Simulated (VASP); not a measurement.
Write the native input for VASP 6.6.1 that does the following.

| Property | Result |
| --- | --- |
| Task | single point |
| Functional | PBE |
| Potentials or basis | VASP PAW PBE potentials, release 64 (Al, Ga_d, N) |
| Cutoff | 520 eV |
| k mesh | 6 × 6 × 2 |
| Occupations | gaussian, width 0.1 eV |
| Spin | no spin polarisation |
| Dipole correction | no |
| Further INCAR settings | ALGO = Normal; EDIFF = 1e-07; NBANDS = 41 |

The structure of Al5GaN6 lies in POSCAR:

```
Al5GaN6
1.0
    2.9016782789      0.0000000000      0.0000000000
   -1.4508391395      2.5129271031      0.0000000000
    0.0000000000      0.0000000000     14.2254999648
Al Ga N
5 1 6
Direct
    0.3333333333      0.6666666667      0.8350074997
    0.6666666667      0.3333333333      0.6699970336
    0.3333333333      0.6666666667      0.3300029664
    0.6666666667      0.3333333333      0.1649925003
    0.0000000000      0.0000000000      0.0000000000
    0.0000000000      0.0000000000      0.5000000000
    0.6666666667      0.3333333333      0.9175102970
    0.0000000000      0.0000000000      0.7525591861
    0.3333333333      0.6666666667      0.5889522165
    0.6666666667      0.3333333333      0.4110477835
    0.0000000000      0.0000000000      0.2474408139
    0.3333333333      0.6666666667      0.0824897030
```

One way to write it, as run:

INCAR

```
SYSTEM = Al5GaN6
ALGO     = Normal         ! electronic algorithm
EDIFF    = 1E-7           ! SCF threshold, eV
ENCUT    = 520            ! plane-wave cutoff, eV
GGA      = PE             ! functional
ISIF     = 2              ! what is computed and relaxed
ISMEAR   = 0              ! smearing method
LASPH    = .True.         ! aspherical terms in the spheres
LCHARG   = .False.        ! write CHGCAR
LREAL    = .False.        ! projectors in reciprocal space
LWAVE    = .False.        ! write WAVECAR
NBANDS   = 41             ! bands
NELM     = 100            ! most SCF steps
PREC     = Accurate       ! precision mode
SIGMA    = 0.1            ! smearing width, eV
```

KPOINTS

```
k-points
0
Gamma
  6 6 2
  0 0 0
```

Potentials or basis: VASP PAW PBE potentials, release 64 (Al, Ga_d, N).

Command:

```sh
$ cat potpaw_PBE.64/Al/POTCAR potpaw_PBE.64/Ga_d/POTCAR potpaw_PBE.64/N/POTCAR > POTCAR
$ mpirun -np 1 vasp_std > vasp.out
```

It gave:

```json
{"Pressure": "0.0 GPa", "Largest force": "0.051 eV/Å", "Band gap on the k mesh": "3.11 eV (least direct gap 3.88 eV)"}
```

It took 2.4 min on 1 thread of Intel Xeon 8259CL (shared host), peak memory 0.26 GiB.
